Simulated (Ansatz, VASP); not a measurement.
**ZrC in VASP and in Ansatz**

```xyz
2
Lattice="0.0000 2.3520 2.3520 2.3520 0.0000 2.3520 2.3520 2.3520 0.0000" Properties=species:S:1:pos:R:3 pbc="T T T"
Zr    2.3520    2.3520    2.3520
C     0.0000    0.0000    0.0000
```

Alike in both runs: functional r2SCAN; dispersion D4; k mesh 12 × 12 × 12; no spin polarisation.

Ansatz relaxed the structure, and its values are those at the end. VASP's run is a single point on that final structure, the one shown.

```csv
,VASP,Ansatz
version,VASP 6.6.1,Ansatz 0.2.0
potentials or method,"VASP PAW PBE potentials, release 64 (Zr_sv, C), cutoff 520 eV","plane waves, PAW"
occupations,"methfessel-paxton of order 1, width 0.1 eV","cold, width 0.1 eV"
valence electrons in the cell,16,16
```

VASP gave:

| Item | Value |
| --- | --- |
| pressure (GPa) | 0.2 |

Question: What did Ansatz give for the same quantities?

Answer: Pressure (GPa): 0.0.

VASP's potentials were made for PBE, not for r2SCAN.
